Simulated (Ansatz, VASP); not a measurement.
BP: VASP beside Ansatz

Contents of POSCAR:

```
BP
1.0
    0.0000000000      2.2683156724      2.2683156724
    2.2683156724      0.0000000000      2.2683156724
    2.2683156724      2.2683156724      0.0000000000
B P
1 1
Direct
    0.0000000000      0.0000000000      0.0000000000
    0.2500000000      0.2500000000      0.2500000000
```

Contents of INCAR.step1:

```
PREC = Accurate
ENCUT = 520
EDIFF = 1E-5
ISMEAR = 0
SIGMA = 0.01
LREAL = F
LASPH = T
NELM = 100
ALGO = Normal
ISIF = 2
LWAVE = T
LCHARG = F
NBANDS = 11
GGA = PE
```

Contents of INCAR.step2:

```
PREC = Accurate
ENCUT = 520
EDIFF = 1E-6
ISMEAR = 0
SIGMA = 0.01
LREAL = F
LASPH = T
NELM = 100
ALGO = Normal
ISIF = 2
LWAVE = F
LCHARG = F
GGA = PE
LHFCALC = T
AEXX = 0.25
PRECFOCK = Normal
NBANDS = 11
ISTART = 1
```

Contents of KPOINTS:

```
regular mesh
0
Gamma
  6 6 6
```

Input for Ansatz:

```yaml
crystal:
  lattice:
    - [0.0, 2.2683156724, 2.2683156724]
    - [2.2683156724, 0.0, 2.2683156724]
    - [2.2683156724, 2.2683156724, 0.0]
  atoms:
    - { symbol: B, position: [0.0, 0.0, 0.0] }
    - { symbol: P, position: [0.25, 0.25, 0.25] }
kpoints:
  mp_grid: { grid: [6, 6, 6] }
  band_path:
    path:
      - [0.0, 0.0, 0.0]
      - [-0.5, -0.5, 0.0]
      - [-0.375, -0.375, 0.25]
      - [-0.375, 0.0, 0.375]
      - [0.0, 0.0, 0.5]
      - [-0.5, -0.25, 0.25]
      - [0.0, 0.414062, 0.414062]
    npoints: 1
hamiltonian:
  xc: pbe0
scf:
  occupations: { method: fixed }
  n_extra_bands: 4
output:
  forces: true
  stress: true
  eigenvalues: true
```

Alike in both runs: task single point; functional PBE0; k mesh 6 × 6 × 6; no spin polarisation.

```csv
,VASP,Ansatz
version,VASP 6.6.1,Ansatz 0.2.0
potentials or method,"VASP PAW PBE potentials, release 64 (B, P)","plane waves, PAW"
plane-wave cutoff (eV),520,420
occupations,"gaussian, width 0.01 eV",fixed
valence electrons in the cell,8,8
```

Ansatz gave:

- gap on the k mesh at the Fermi level (eV): 2.76
- pressure (GPa): -1.4

Task: Estimate VASP's values.

Result: gap on the k mesh at the Fermi level (eV): 2.79; pressure (GPa): -2.0.

Ansatz's warnings: stress exchange threshold loose, stress scf threshold loose.
